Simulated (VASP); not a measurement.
Input of a VASP 6.6.1 run:

INCAR

```
ALGO = Normal ; EDIFF = 1E-6
ENCUT = 1000 ; GGA = PS
GGA_COMPAT = False ; ISIF = 2
ISMEAR = -1 ; LASPH = True
LCHARG = True ; LELF = True
LREAL = Auto ; LVHAR = True
LWAVE = False ; NBANDS = 120
NELM = 120 ; PREC = Accurate
SIGMA = 0.05
```

The input KPOINTS:

```
k-points
0
Gamma
  1 1 1
```

File POSCAR:

```
CSO
1.0
    9.2707840000      0.0000000000      0.0000000000
    0.0000000000      9.2707840000      0.0000000000
    0.0000000000      0.0000000000      9.2707840000
O C S
12 12 12
Direct
    0.0531993842      0.3366381959      0.2302502140
    0.7778414425     -0.0446132711      0.3803238216
    0.4205901033      0.1455648195      0.6173372177
    0.6003160035      0.8227243780      0.6232159006
    0.1094405824      1.0638150991      0.3870222842
    0.6630291462      0.7432165392      0.0694008187
    0.3927499551      0.5033662741      0.5402024252
    0.6491360385      0.4573291752      0.7614027034
    0.1029362781      0.1560062234      0.9135365466
    0.5677513358      0.4716753189      0.2967710174
   -0.1244123474      0.6997358584      0.2144694559
    0.6954212287      0.2279526737      0.5100431636
    0.0556263634      0.3792775239      0.3531200813
    0.7889192543      0.0414096586      0.2873435515
    0.4400598698      0.1740305890      0.7396353965
    0.7135966063      0.7803439278      0.6588331688
    0.1485527006      0.9791189181      0.4730344273
    0.5760030651      0.8264133864      0.1109399162
    0.3765161609      0.5467930220      0.6564493359
    0.7470134133      0.4582783937      0.8456458483
    0.1269256192      0.0344415316      0.9245712121
    0.4974552314      0.3694509547      0.2803430648
   -0.0009600051      0.6926490791      0.2400120637
    0.7572390857      0.1798876988      0.6115124676
    0.0385404298      0.4095662244      0.5203443420
    0.8075692412      0.1528026109      0.1577320753
    0.4756124185      0.1900702249      0.9009270413
    0.8672405699      0.7146644771      0.6769977598
    0.1991633070      0.8579964758      0.5688947127
    0.4575988395      0.9313128210      0.1683784241
    0.3434876705      0.5735329396      0.8179890719
    0.8649969625      0.4712007097      0.9670487415
    0.1601806277     -0.1309490114      0.9451304226
    0.3987796501      0.2400336369      0.2749929240
    0.1614750166      0.7108999627      0.2954982017
    0.8204591974      0.1158585941      0.7504543305
```

Potentials or basis: VASP PAW PBE potentials, release 64 (O_h, C_h, S).

Launch:

```bash
$ cat potpaw_PBE.64/O_h/POTCAR potpaw_PBE.64/C_h/POTCAR potpaw_PBE.64/S/POTCAR > POTCAR
$ mpirun -np 1 vasp_gam > vasp.out
```

Estimate the band gap on the k mesh.

3.77 eV.

Estimate the largest force.

3.507 eV/Å.

Predict the pressure.

0.6 GPa.

Stress tensor (GPa, compression positive):
```
 0.38  0.45 -0.29
 0.45  1.77 -0.02
-0.29 -0.02 -0.36
```

Caveat: the k points lie up to 0.68 Å⁻¹ apart; the PAW data sets were made with another functional, which shifts forces and pressure a little.
